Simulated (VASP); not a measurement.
Ge: single point with PBEsol

Crystal: Ge.

```
CELL_PARAMETERS angstrom
-2.53860 2.66780 1.47382
2.53860 -2.66780 1.47382
2.53860 2.66780 -1.47382
ATOMIC_POSITIONS crystal
Ge 0.23814 0.98814 0.25000
Ge 0.76186 0.01186 0.75000
```

This cell differs from its parent crystal: strained.

* Program: VASP 6.6.1
* Task: single point
* Functional: PBEsol
* Potentials or basis: VASP PAW PBE potentials, release 64 (Ge_d)
* Cutoff: 520 eV
* k mesh: 16 × 16 × 16
* Occupations: gaussian, width 0.1 eV
* Spin: no spin polarisation

```
Pressure               : -5.3 GPa
Largest force          : 0.025 eV/Å
Band gap on the k mesh : zero (band 14 reaches 8.11 eV, above the bottom of band 15 at 2.90 eV)
```

Forces on the atoms (eV/Å):
```
Ge   0.000  0.000 -0.025
Ge   0.000  0.000  0.025
```

Stress tensor (GPa, compression positive):
```
-6.39  0.00  0.00
 0.00 -3.17  0.00
 0.00  0.00 -6.49
```

Levels at points of the mesh, in eV from the Fermi level:
```csv
k point,band 10,band 11,band 12,band 13,band 14,band 15,band 16,band 17,band 18,band 19
"(0.00, 0.00, 0.00)",-24.35,-12.71,-3.87,-1.99,-1.92,3.56,6.62,7.22,7.35,7.46
"(0.50, 0.00, 0.00)",-24.46,-7.60,-7.40,-1.68,-1.60,0.11,0.53,3.46,3.65,9.96
"(0.00, 0.50, 0.00)",-24.35,-8.26,-5.29,-3.91,-2.00,-1.96,3.52,3.72,6.73,7.75
"(0.50, 0.50, 0.00)",-24.47,-10.05,-10.05,0.81,0.81,2.17,2.17,6.14,6.14,10.28
"(0.50, 0.50, 0.50)",-24.44,-8.73,-8.19,-5.57,-5.25,3.60,7.53,10.41,10.43,10.66
```

Wall time 4.2 min on 1 thread of AMD EPYC 9R45 96-Core Processor (Zen 5), on a shared host, peak memory 0.46 GiB.

Caveat: the cell differs from its parent crystal (strained); the PAW data sets were made with another functional, which shifts forces and pressure a little.
